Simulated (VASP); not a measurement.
# Te (P3_121) in VASP: notebook

Te is run at these levels: PBE; tasks: single point.

Program: VASP 6.6.1. These are calculated values, not measurements. Logs are shortened: lines on timing, memory, paths and dates and some standing lists are left out, and cuts for length are marked.

## Step 1: The cell of the first run

It takes space group P3_121 (No. 152, trigonal). The conventional cell has a = 4.648 Å, b = 4.648 Å, c = 6.092 Å, α = 90.00°, β = 90.00°, γ = 120.00°. Te (site symmetry 2) has 6 Te at 2.97 to 3.61 Å within 3.9 Å.

## Step 2: Single point, PBE (37.99 Å³/atom)

INCAR reads:

```
SYSTEM = Te
ALGO = Normal
EDIFF = 1E-7
ENCUT = 520
GGA = PE
ISIF = 2
ISMEAR = -1
LASPH = .True.
LCHARG = .False.
LREAL = .False.
LWAVE = .False.
NBANDS = 16
NELM = 100
PREC = Accurate
SIGMA = 0.05
```

KPOINTS reads:

```
k-points
0
Gamma
  8 8 5
  0 0 0
```

POSCAR reads:

```
Te
1.0
    4.6479924885      0.0000000000      0.0000000000
   -2.3239962443      4.0252795717      0.0000000000
    0.0000000000      0.0000000000      6.0917151569
Te
3
Direct
    0.2684005468      1.0000000000      0.3333333333
    0.0000000000      0.2684005468      0.6666666667
    0.7315994532      0.7315994532      0.0000000000
```

Potentials or basis: VASP PAW PBE potentials, release 64 (Te).

The run is started by

```console
> cat potpaw_PBE.64/Te/POTCAR > POTCAR
> mpirun -np 1 vasp_std > vasp.out
```

OUTCAR:

```text
SYSTEM = Te
   EDIFF = 1E-7
   ENCUT = 520
   GGA = PE
   ISIF = 2
   ISMEAR = -1
   LASPH = .True.
   LREAL = .False.
   NELM = 100
   PREC = Accurate

 ion  position               nearest neighbor table
   1  0.268  0.000  0.333-   3 2.97   2 2.97   3 3.61   3 3.61   2 3.61   2 3.61
   2  0.000  0.268  0.667-   3 2.97   1 2.97   3 3.61   3 3.61   1 3.61   1 3.61
   3  0.732  0.732  0.000-   1 2.97   2 2.97   2 3.61   1 3.61   2 3.61   1 3.61

  LATTYP: Found a hexagonal cell.
 ALAT       =     4.6479924885
 C/A-ratio  =     1.3106120916

  Lattice vectors:

 A1 = (   4.6479924885,   0.0000000000,   0.0000000000)
 A2 = (  -2.3239962443,   4.0252795717,   0.0000000000)
 A3 = (   0.0000000000,   0.0000000000,   6.0917151569)

Analysis of symmetry for initial positions (statically):
=====================================================================
 Subroutine PRICEL returns:
 Original cell was already a primitive cell.

 Routine SETGRP: Setting up the symmetry group for a
 hexagonal supercell.

 Subroutine GETGRP returns: Found  6 space group operations
 (whereof  2 operations were pure point group operations)
 out of a pool of 24 trial point group operations.

The static configuration has the point symmetry C_2 .
 The point group associated with its full space group is D_3 .

Analysis of symmetry for dynamics (positions and initial velocities):
=====================================================================
 Subroutine PRICEL returns:
 Original cell was already a primitive cell.

 Routine SETGRP: Setting up the symmetry group for a
 hexagonal supercell.

 Subroutine GETGRP returns: Found  6 space group operations
 (whereof  2 operations were pure point group operations)
 out of a pool of 24 trial point group operations.

The dynamic configuration has the point symmetry C_2 .
 The point group associated with its full space group is D_3 .

 Subroutine INISYM returns: Found  6 space group operations
 (whereof  2 operations are pure point group operations),
 and found     1 'primitive' translations

----------------------------------------------------------------------------------------

                                     Primitive cell

  volume of cell :     113.9728

  direct lattice vectors                    reciprocal lattice vectors
     4.647992488  0.000000000  0.000000000     0.215146647  0.124214975  0.000000000
    -2.323996244  4.025279572  0.000000000     0.000000000  0.248429949  0.000000000
[... 82 lines left out ...]
   LNONCOLLINEAR =      F non collinear calculations
   LSORBIT =      F    spin-orbit coupling
   LASPH  =      T    aspherical Exc in radial PAW
   ENCUT  =  520.0 eV  38.22 Ry    6.18 a.u.   8.64  8.64 11.33*2*pi/ulx,y,z
   NELM   =    100;   NELMIN=  2; NELMDL= -5     # of ELM steps
   EDIFF  = 0.1E-06   stopping-criterion for ELM
   LREAL  =      F    real-space projection
   EDIFFG = 0.1E-05   stopping-criterion for IOM
   NSW    =      0    number of steps for IOM
   IBRION =     -1    ionic relax: 0-MD 1-quasi-New 2-CG
   NFREE  =      0    steps in history (QN), initial steepest desc. (CG)
   ISIF   =      2    stress and relaxation
   ISYM   =      2    0-nonsym 1-usesym 2-fastsym
   POTIM  = 0.5000    time-step for ionic-motion
   TEBEG  =    0.0;   TEEND  =   0.0 temperature during run
   PSTRESS=    0.0 pullay stress
   NELECT =      18.0000    total number of electrons
   NUPDOWN=      -1.0000    fix difference up-down
   EMIN   =  10.00;   EMAX   =-10.00  energy-range for DOS
   EFERMI =   0.00;   METHOD = LEGACY
   ISMEAR =    -1;   SIGMA  =   0.05  broadening in eV -4-tet -1-fermi 0-gaus
   EFERMI_NEDOS =   21; number of points for ismear=-14 and -15
   IALGO  =     38    algorithm
   IMIX   =      4    mixing-type and parameters
     AMIX     =   0.40;   BMIX     =  1.00
     AMIX_MAG =   1.60;   BMIX_MAG =  1.00
  volume/ion in A,a.u.               =      37.99       256.38
  Fermi-wavevector in a.u.,A,eV,Ry     =   0.884909  1.672236 10.654233  0.783064
  Thomas-Fermi vector in A             =   2.005872
   LORBIT       =      0    0 simple, 1 ext, 2 COOP (PROOUT), +10 PAW based schemes
   GGA     = PE    functional components
   LHFCALC =     F    Hartree Fock is set to
   AEXX    =    0.0000 exact exchange contribution
   IVDW    =     0    specifies the selected vdW correction
   LEPSILON=     F    determine dielectric tensor
   LRPA    =     F    only Hartree local field effects (RPA)
 non-spin polarized calculation
  energy-cutoff  :      520.00
  volume of cell :      113.97
 maximum number of plane-waves:      3113
 NGX is ok and might be reduce to    36
   NGX = 17   NGY = 17   NGZ = 23

 number of electron      18.0000001 magnetization

 Free energy of the ion-electron system (eV)
  ---------------------------------------------------
  ext. energy  EPLUGINS =         0.00000000
  ---------------------------------------------------
  free energy    TOTEN  =        -9.34991129 eV

  energy without entropy =       -9.34980679  energy(sigma->0) =       -9.34985904

 E-fermi :   4.7697     XC(G=0):  -8.5830

 val. band max:        4.4084994261   @ k =   0.0000   0.3750   0.4000
 cond. band min:       5.0515710407   @ k =   0.0000   0.0000   0.4000
 fundamental gap:      0.6430716145
 Fermi energy:         4.7697151624

 k-point     1 :       0.0000    0.0000    0.0000
  band No.  band energies     occupation
      1      -8.2394      2.00000
      2      -5.4334      2.00000
      3      -5.4334      2.00000
      4       1.8781      2.00000
      5       2.0091      2.00000
      6       2.0091      2.00000
[... 433 lines left out ...]
      3      -5.3108      2.00000
      4       0.2194      2.00000
      5       0.7569      2.00000
      6       1.5116      2.00000
[... 8 lines left out ...]
     15      12.0419      0.00000
     16      12.4200      0.00000

 [... further k-points ...]
[... 5 lines left out ...]
  --------------------------------------------------------------------------------------
  -------------------------------------------------------------------------------------
  Total       -1.7874896     -1.7874896     -2.5709428      0.0000000     -0.0000000      0.0000000
  in kB      -25.1277185    -25.1277185    -36.1411480      0.0000000     -0.0000000      0.0000000
  external PRESSURE =     -28.7988617 kB  Pullay stress =       0.0000000 kB

 VOLUME and BASIS-vectors are now :
 -----------------------------------------------------------------------------
  energy-cutoff  :      520.00
  volume of cell :      113.97
      direct lattice vectors                 reciprocal lattice vectors
     4.647992488  0.000000000  0.000000000     0.215146647  0.124214975  0.000000000
    -2.323996244  4.025279572  0.000000000     0.000000000  0.248429949  0.000000000
     0.000000000  0.000000000  6.091715157     0.000000000  0.000000000  0.164157380

 POSITION                                       TOTAL-FORCE (eV/Angst)
 -----------------------------------------------------------------------------------
      1.24752      0.00000      2.03057        -0.357757      0.000000      0.000000
     -0.62376      1.08039      4.06114         0.178878     -0.309826      0.000000
      1.70023      2.94489      0.00000         0.178878      0.309826     -0.000000
 -----------------------------------------------------------------------------------
    total drift:                                0.000000     -0.000000      0.000000

  FREE ENERGIE OF THE ION-ELECTRON SYSTEM (eV)
  ---------------------------------------------------
  free  energy   TOTEN  =        -9.3499112945 eV

  energy  without entropy=       -9.3498067927  energy(sigma->0) =       -9.34985904
```

Wall time 1.8 min (1 thread of Intel Xeon 8259CL, shared host); peak memory 0.26 GiB.

What came out:

```
Free energy            : -9.3499 eV
Pressure               : -2.9 GPa
Largest force          : 0.358 eV/Å
Band gap on the k mesh : 0.64 eV (least direct gap 0.82 eV)
```

Forces on the atoms (eV/Å):
```
Te  -0.358  0.000  0.000
Te   0.179 -0.310  0.000
Te   0.179  0.310  0.000
```

Levels at points of the mesh, in eV from the valence-band top:
| k point | band 5 | band 6 | band 7 | band 8 | band 9 | band 10 | band 11 | band 12 | band 13 | band 14 |
| --- | --- | --- | --- | --- | --- | --- | --- | --- | --- | --- |
| (0.00, 0.00, 0.00) | -2.40 | -2.40 | -1.25 | -1.25 | -0.51 | 1.11 | 1.11 | 1.64 | 5.39 | 5.39 |
| (0.50, 0.00, 0.00) | -3.66 | -2.94 | -2.78 | -0.68 | -0.52 | 1.01 | 1.08 | 3.37 | 3.57 | 7.33 |

Caveat: spin-orbit coupling is left out, which moves the levels of the heavy elements; an odd mesh through Γ misses points on the zone boundary, where band edges can lie.

(Continued in part 2 of 2.)
